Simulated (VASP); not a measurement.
# Ge (Fd-3m) in VASP: settings compared

Ge is run at these levels: PBE, B3LYP, HSE06; tasks: single point.

All numbers are computed with VASP 6.6.1; they aren't measurements. Logs are shortened: lines on timing, memory, paths and dates and some standing lists are left out, and cuts for length are marked.

## Step 1: The cell of the first run

Symmetry: Fd-3m, No. 227, cubic system. Conventional cell: a = 5.658 Å, b = 5.658 Å, c = 5.658 Å, α = 90.00°, β = 90.00°, γ = 90.00°. Within 3.2 Å of Ge (site symmetry -43m) lie 4 Ge at 2.45 Å.

## Step 2: Single point, PBE

File INCAR:

```
PREC = Accurate ; ENCUT = 500
EDIFF = 1E-6 ; ISMEAR = 0
SIGMA = 0.01 ; LREAL = False
LASPH = True ; NELM = 120
ALGO = Normal ; ISIF = 2
LWAVE = False ; LCHARG = False
GGA = PE ; NBANDS = 21
GGA_COMPAT = False
```

File KPOINTS:

```
Automatic mesh
0
Gamma
  3 3 3
```

File POSCAR:

```
Ge
1.0
    0.0000000000      2.8289100000      2.8289100000
    2.8289100000      0.0000000000      2.8289100000
    2.8289100000      2.8289100000      0.0000000000
Ge
2
Direct
    0.5000000000      0.5000000000      0.5000000000
    0.7500000000      0.7500000000      0.7500000000
```

Potentials or basis: VASP PAW PBE potentials, release 64 (Ge_d).

The run is started by

```sh
$ cat potpaw_PBE.64/Ge_d/POTCAR > POTCAR
$ mpirun -np 1 vasp_std > vasp.out
```

OUTCAR:

```text
PREC = Accurate
   ENCUT = 500
   EDIFF = 1E-6
   ISMEAR = 0
   LREAL = False
   LASPH = True
   NELM = 120
   ISIF = 2
   GGA = PE

 ion  position               nearest neighbor table
   1  0.500  0.500  0.500-   2 2.45   2 2.45   2 2.45   2 2.45
   2  0.750  0.750  0.750-   1 2.45   1 2.45   1 2.45   1 2.45

  LATTYP: Found a face centered cubic cell.
 ALAT       =     5.6578200000

  Lattice vectors:

 A1 = (   0.0000000000,   2.8289100000,   2.8289100000)
 A2 = (   2.8289100000,   0.0000000000,   2.8289100000)
 A3 = (   2.8289100000,   2.8289100000,   0.0000000000)

Analysis of symmetry for initial positions (statically):
=====================================================================
 Subroutine PRICEL returns:
 Original cell was already a primitive cell.

 Routine SETGRP: Setting up the symmetry group for a
 face centered cubic supercell.

 Subroutine GETGRP returns: Found 48 space group operations
 (whereof 24 operations were pure point group operations)
 out of a pool of 48 trial point group operations.

The static configuration has the point symmetry T_d .
 The point group associated with its full space group is O_h .

Analysis of symmetry for dynamics (positions and initial velocities):
=====================================================================
 Subroutine PRICEL returns:
 Original cell was already a primitive cell.

 Routine SETGRP: Setting up the symmetry group for a
 face centered cubic supercell.

 Subroutine GETGRP returns: Found 48 space group operations
 (whereof 24 operations were pure point group operations)
 out of a pool of 48 trial point group operations.

The dynamic configuration has the point symmetry T_d .
 The point group associated with its full space group is O_h .

 Subroutine INISYM returns: Found 48 space group operations
 (whereof 24 operations are pure point group operations),
 and found     1 'primitive' translations

----------------------------------------------------------------------------------------

                                     Primitive cell

  volume of cell :      45.2780

  direct lattice vectors                    reciprocal lattice vectors
     0.000000000  2.828910000  2.828910000    -0.176746521  0.176746521  0.176746521
     2.828910000  0.000000000  2.828910000     0.176746521 -0.176746521  0.176746521
     2.828910000  2.828910000  0.000000000     0.176746521  0.176746521 -0.176746521

  length of vectors
     4.000682889  4.000682889  4.000682889     0.306133954  0.306133954  0.306133954

  position of ions in fractional coordinates (direct lattice)
     0.500000000  0.500000000  0.500000000
     0.750000000  0.750000000  0.750000000

  ion indices of the primitive-cell ions
   primitive index   ion index
                 1           1
                 2           2

----------------------------------------------------------------------------------------

 KPOINTS: Automatic mesh

Automatic generation of k-mesh.
 Grid dimensions read from file:
 generate k-points for:    3    3    3

 Generating k-lattice:

  Cartesian coordinates                     Fractional coordinates (reciprocal lattice)
    -0.058915507  0.058915507  0.058915507     0.333333333  0.000000000  0.000000000
     0.058915507 -0.058915507  0.058915507     0.000000000  0.333333333  0.000000000
     0.058915507  0.058915507 -0.058915507     0.000000000  0.000000000  0.333333333

  Length of vectors
     0.102044651  0.102044651  0.102044651

  Shift w.r.t. Gamma in fractional coordinates (k-lattice)
     0.000000000  0.000000000  0.000000000

 Subroutine IBZKPT returns following result:
 ===========================================

 Found      4 irreducible k-points:

 Following reciprocal coordinates:
            Coordinates               Weight
  0.000000  0.000000  0.000000      1.000000
  0.333333  0.000000  0.000000      8.000000
  0.333333  0.333333  0.000000      6.000000
 -0.333333  0.333333  0.000000     12.000000
   k-points           NKPTS =      4   k-points in BZ     NKDIM =      4   number of bands    NBANDS=     21
   number of dos      NEDOS =    301   number of ions     NIONS =      2
   total plane-waves  NPLWV =  27000
   dimension x,y,z NGX =    30 NGY =   30 NGZ =   30
   dimension x,y,z NGXF=    60 NGYF=   60 NGZF=   60
   ions per type =               2
   NGX,Y,Z   is equivalent  to a cutoff of  12.47, 12.47, 12.47 a.u.
   NGXF,Y,Z  is equivalent  to a cutoff of  24.93, 24.93, 24.93 a.u.
 SYSTEM =  unknown system
   PREC   = accura    normal or accurate (medium, high low for compatibility)
   ISTART =      0    job   : 0-new  1-cont  2-samecut
   ICHARG =      2    charge: 1-file 2-atom 10-const
   ISPIN  =      1    spin polarized calculation?
   LNONCOLLINEAR =      F non collinear calculations
   LSORBIT =      F    spin-orbit coupling
   LASPH  =      T    aspherical Exc in radial PAW
   ENCUT  =  500.0 eV  36.75 Ry    6.06 a.u.   7.29  7.29  7.29*2*pi/ulx,y,z
   NELM   =    120;   NELMIN=  2; NELMDL= -5     # of ELM steps
   EDIFF  = 0.1E-05   stopping-criterion for ELM
   LREAL  =      F    real-space projection
   EDIFFG = 0.1E-04   stopping-criterion for IOM
   NSW    =      0    number of steps for IOM
   IBRION =     -1    ionic relax: 0-MD 1-quasi-New 2-CG
   NFREE  =      0    steps in history (QN), initial steepest desc. (CG)
   ISIF   =      2    stress and relaxation
   ISYM   =      2    0-nonsym 1-usesym 2-fastsym
   POTIM  = 0.5000    time-step for ionic-motion
   TEBEG  =    0.0;   TEEND  =   0.0 temperature during run
   PSTRESS=    0.0 pullay stress
   NELECT =      28.0000    total number of electrons
   NUPDOWN=      -1.0000    fix difference up-down
   EMIN   =  10.00;   EMAX   =-10.00  energy-range for DOS
   EFERMI =   0.00;   METHOD = LEGACY
   ISMEAR =     0;   SIGMA  =   0.01  broadening in eV -4-tet -1-fermi 0-gaus
   EFERMI_NEDOS =   21; number of points for ismear=-14 and -15
   IALGO  =     38    algorithm
   IMIX   =      4    mixing-type and parameters
     AMIX     =   0.40;   BMIX     =  1.00
     AMIX_MAG =   1.60;   BMIX_MAG =  1.00
  volume/ion in A,a.u.               =      22.64       152.78
  Fermi-wavevector in a.u.,A,eV,Ry     =   1.394756  2.635708 26.468033  1.945346
  Thomas-Fermi vector in A             =   2.518275
   LORBIT       =      0    0 simple, 1 ext, 2 COOP (PROOUT), +10 PAW based schemes
   GGA     = PE    functional components
   LHFCALC =     F    Hartree Fock is set to
   AEXX    =    0.0000 exact exchange contribution
   IVDW    =     0    specifies the selected vdW correction
   LEPSILON=     F    determine dielectric tensor
   LRPA    =     F    only Hartree local field effects (RPA)
 non-spin polarized calculation
 Gauss-broadening in eV      SIGMA  =   0.01
  energy-cutoff  :      500.00
  volume of cell :       45.28
 maximum number of plane-waves:      1150
 NGX is ok and might be reduce to    30
   NGX = 15   NGY = 15   NGZ = 15

 number of electron      28.0000022 magnetization

 Free energy of the ion-electron system (eV)
  ---------------------------------------------------
  ext. energy  EPLUGINS =         0.00000000
  ---------------------------------------------------
  free energy    TOTEN  =        -8.23686893 eV

  energy without entropy =       -8.23686573  energy(sigma->0) =       -8.23686733

 E-fermi :   5.1191     XC(G=0):  -9.8382

 val. band max:        5.0947850181   @ k =   0.0000   0.0000   0.0000
 cond. band min:       5.1413101545   @ k =   0.0000   0.0000   0.0000
 fundamental gap:      0.0465251364
 Fermi energy:         5.1191402103

 k-point     1 :       0.0000    0.0000    0.0000
  band No.  band energies     occupation
      1     -19.6933      2.00000
      2     -19.6933      2.00000
      3     -19.6933      2.00000
      4     -19.6592      2.00000
      5     -19.6592      2.00000
      6     -19.4476      2.00000
[... 13 lines left out ...]
     20      14.5193      0.00000
     21      14.5193      0.00000

 k-point     2 :       0.3333    0.0000    0.0000
  band No.  band energies     occupation
      1     -19.7156      2.00000
      2     -19.7156      2.00000
      3     -19.6805      2.00000
      4     -19.6226      2.00000
      5     -19.6226      2.00000
      6     -19.4794      2.00000
[... 13 lines left out ...]
     20      14.0324      0.00000
     21      14.0324      0.00000

 k-point     3 :       0.3333    0.3333    0.0000
  band No.  band energies     occupation
      1     -19.7197      2.00000
      2     -19.7197      2.00000
      3     -19.6897      2.00000
      4     -19.6011      2.00000
      5     -19.5730      2.00000
      6     -19.5545      2.00000
[... 13 lines left out ...]
     20      16.4138      0.00000
     21      16.9928      0.00000

 k-point     4 :      -0.3333    0.3333    0.0000
  band No.  band energies     occupation
      1     -19.7454      2.00000
      2     -19.7287      2.00000
      3     -19.6401      2.00000
      4     -19.5703      2.00000
      5     -19.5646      2.00000
      6     -19.5504      2.00000
[... 13 lines left out ...]
     20      13.9971      0.00000
     21      18.6834      0.00000

------------------------ aborting loop because EDIFF is reached ----------------------------------------

  FORCE on cell =-STRESS in cart. coord.  units (eV):
  Direction    XX          YY          ZZ          XY          YZ          ZX
  --------------------------------------------------------------------------------------
  -------------------------------------------------------------------------------------
  Total        1.2198754      1.2198754      1.2198754      0.0000000     -0.0000000      0.0000000
  in kB       43.1656881     43.1656881     43.1656881      0.0000000     -0.0000000      0.0000000
  external PRESSURE =      43.1656881 kB  Pullay stress =       0.0000000 kB

 VOLUME and BASIS-vectors are now :
 -----------------------------------------------------------------------------
  energy-cutoff  :      500.00
  volume of cell :       45.28
      direct lattice vectors                 reciprocal lattice vectors
     0.000000000  2.828910000  2.828910000    -0.176746521  0.176746521  0.176746521
     2.828910000  0.000000000  2.828910000     0.176746521 -0.176746521  0.176746521
     2.828910000  2.828910000  0.000000000     0.176746521  0.176746521 -0.176746521

 POSITION                                       TOTAL-FORCE (eV/Angst)
 -----------------------------------------------------------------------------------
      2.82891      2.82891      2.82891        -0.000000     -0.000000     -0.000000
      4.24336      4.24336      4.24336         0.000000      0.000000      0.000000
 -----------------------------------------------------------------------------------
    total drift:                                0.000000     -0.000000     -0.000000

  FREE ENERGIE OF THE ION-ELECTRON SYSTEM (eV)
  ---------------------------------------------------
  free  energy   TOTEN  =        -8.2368689283 eV

  energy  without entropy=       -8.2368657324  energy(sigma->0) =       -8.23686733
```

Wall time 12 s (1 thread of Intel Xeon 8259CL, shared host); peak memory 0.13 GiB.

Results:

| Quantity | Value |
| --- | --- |
| Free energy | -8.2369 eV |
| Pressure | 4.3 GPa |
| Band gap on the k mesh | 0.05 eV |

Caveat: the k points lie up to 0.64 Å⁻¹ apart; an odd mesh through Γ misses points on the zone boundary, where band edges can lie.

## Step 3: Single point, B3LYP

POSCAR is that of step 2.

File INCAR.step1:

```
ALGO = Normal ; EDIFF = 1E-5
ENCUT = 410 ; GGA = PE
GGA_COMPAT = False ; ISIF = 2
ISMEAR = 0 ; LASPH = True
LREAL = False ; LWAVE = True
NBANDS = 21 ; NELM = 120
PREC = Accurate ; SIGMA = 0.01
```

File INCAR.step2:

```
AEXX = 0.2 ; AGGAC = 0.81
AGGAX = 0.72 ; ALDAC = 0.19
ALGO = Normal ; EDIFF = 1E-6
ENCUT = 410 ; GGA = B3
GGA_COMPAT = False ; ISIF = 2
ISMEAR = 0 ; ISTART = 1
LASPH = True ; LCHARG = True
LELF = True ; LHFCALC = True
LREAL = False ; LVHAR = True
LWAVE = False ; NBANDS = 21
NELM = 120 ; PREC = Accurate
PRECFOCK = Normal ; SIGMA = 0.01
```

File KPOINTS:

```
k-points
0
Gamma
  3 3 3
```

Potentials or basis: VASP PAW PBE potentials, release 64 (Ge_d).

The run is started by

```sh
$ cat potpaw_PBE.64/Ge_d/POTCAR > POTCAR
$ cp INCAR.step1 INCAR
$ mpirun -np 1 vasp_std > vasp.out
$ cp INCAR.step2 INCAR
$ mpirun -np 1 vasp_std > vasp.out
```

It took 4.4 min on 1 thread of Intel Xeon 8259CL, shared host; peak memory 0.12 GiB.

Results (log left out):

```yaml
Free_energy: -9.2441 eV
Pressure: 4.7 GPa
Band_gap_on_the_k_mesh: 1.28 eV
```

Levels at points of the mesh, in eV from the valence-band top:
```tsv
k point	band 10	band 11	band 12	band 13	band 14	band 15	band 16	band 17	band 18	band 19
(0.00, 0.00, 0.00)	-26.97	-13.75	0.00	0.00	0.00	1.28	3.82	3.82	3.82	7.99
```

Caveat: the k points lie up to 0.64 Å⁻¹ apart; the PAW data sets were made with another functional, which shifts forces and pressure a little; an odd mesh through Γ misses points on the zone boundary, where band edges can lie.

## Step 4: Single point, HSE06

POSCAR is that of step 3.

File INCAR.step1:

```
SYSTEM = Ge
  ALGO = Normal
  EDIFF = 1E-5
  ENCUT = 410
  GGA = PE
  GGA_COMPAT = .False.
  ISIF = 2
  ISMEAR = 0
  LASPH = .True.
  LCHARG = .False.
  LREAL = .False.
  LWAVE = .True.
  NBANDS = 21
  NELM = 120
  PREC = Accurate
  SIGMA = 0.01
```

File INCAR.step2:

```
SYSTEM = Ge
  ALGO = Normal
  EDIFF = 1E-6
  ENCUT = 410
  GGA = PE
  GGA_COMPAT = .False.
  HFSCREEN = 0.2079
  ISIF = 2
  ISMEAR = 0
  ISTART = 1
  LASPH = .True.
  LCHARG = .False.
  LHFCALC = .True.
  LREAL = .False.
  LWAVE = .False.
  NBANDS = 21
  NELM = 120
  PREC = Accurate
  PRECFOCK = Normal
  SIGMA = 0.01
```

File KPOINTS:

```
k-points
0
Gamma
  3 3 3
  0 0 0
```

The run is started by

```sh
$ cat potpaw_PBE.64/Ge_d/POTCAR > POTCAR
$ cp INCAR.step1 INCAR
$ mpirun -np 1 vasp_std > vasp.out
$ cp INCAR.step2 INCAR
$ mpirun -np 1 vasp_std > vasp.out
```

Run time: 5 min. Hardware: 1 thread of Intel Xeon 8259CL, shared host; peak memory 0.22 GiB.

Results (log left out):

```yaml
Free_energy: -9.9758 eV
Pressure: 1.6 GPa
Band_gap_on_the_k_mesh: 1.10 eV
```

Levels at points of the mesh, in eV from the valence-band top:
```csv
k point,band 11,band 12,band 13,band 14,band 15,band 16,band 17,band 18
"(0.00, 0.00, 0.00)",-13.94,0.00,0.00,0.00,1.10,3.31,3.31,3.31
```

Caveat: the k points lie up to 0.64 Å⁻¹ apart; the PAW data sets were made with another functional, which shifts forces and pressure a little; an odd mesh through Γ misses points on the zone boundary, where band edges can lie.

## Step 5: The runs side by side

| level | cutoff (eV) | grid for exact exchange (PRECFOCK) | share of exact exchange | screening parameter | gap on the mesh (eV) | pressure (GPa) |
| --- | --- | --- | --- | --- | --- | --- |
| PBE | 500 | - | - | - | 0.05 | 4.3 |
| B3LYP | 410 | Normal | 0.2 | - | 1.28 | 4.7 |
| HSE06 | 410 | Normal | 0.25 | 0.2079 1/Å | 1.10 | 1.6 |

Alike in all rows: task single point; potentials or basis VASP PAW PBE potentials, release 64 (Ge_d); no spin polarisation; cell as given; k mesh 3 × 3 × 3; smearing gaussian 0.01 eV.

Caveats: all runs use coarse meshes; an odd mesh through Γ misses points on the zone boundary, where band edges can lie; the PAW data sets were made with another functional, which shifts forces and pressure a little (at least some runs).

Total energies depend on the potentials used, so only differences within one code and one set of settings carry meaning.
